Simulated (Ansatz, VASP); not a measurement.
## In in VASP and in Ansatz

File INCAR:

```
ALGO = Fast ; EDIFF = 1E-6
ENCUT = 520 ; GGA = CA
ISIF = 2 ; ISMEAR = 0
LASPH = T ; LCHARG = F
LREAL = F ; LWAVE = F
NBANDS = 12 ; NELM = 80
PREC = Accurate ; SIGMA = 0.15
```

KPOINTS

```
k-points
0
Gamma
  22 22 22
```

Contents of POSCAR:

```
In
1.0
   -1.6600949630      1.6600949630      2.4056436108
    1.6600949630     -1.6600949630      2.4056436108
    1.6600949630      1.6600949630     -2.4056436108
In
1
Direct
    0.0000000000      0.0000000000      0.0000000000
```

Input for Ansatz:

```yaml
crystal:
  lattice:
    - [-1.660094963, 1.660094963, 2.4056436108]
    - [1.660094963, -1.660094963, 2.4056436108]
    - [1.660094963, 1.660094963, -2.4056436108]
  atoms:
    - { symbol: In, position: [0.0, 0.0, 0.0] }
basis:
  ecutwfc: 420
kpoints:
  mp_grid: { grid: [22, 22, 22] }
hamiltonian:
  xc: lda
  pseudopotentials: { kind: paw }
scf:
  occupations: { method: gaussian, width: 0.15 }
output:
  forces: true
  stress: true
  eigenvalues: true
```

Alike in both runs: task single point; functional LDA; k mesh 22 × 22 × 22; occupations gaussian, width 0.15 eV; no spin polarisation.

|  | VASP | Ansatz |
| --- | --- | --- |
| version | VASP 6.6.1 | Ansatz 0.2.0 |
| potentials or method | VASP PAW LDA potentials, release 64 (In_d), cutoff 520 eV | scalar-relativistic, plane waves, PAW |
| valence electrons in the cell | 13 | 13 |

VASP gave:

```
gap on the k mesh at the Fermi level (eV)                     : none
pressure (GPa)                                                : -3.1
traceless stress, the component that is largest in VASP (GPa) : 0.22
```

Task: Which values does Ansatz return?

Result: gap on the k mesh at the Fermi level (eV): none; pressure (GPa): -3.1; traceless stress, the component that is largest in VASP (GPa): 0.21.

LDA's correlation is that of Perdew and Zunger in VASP and of Perdew and Wang (1992) in Ansatz. A gap of «none» marks a metal or a gap that the smearing closes.
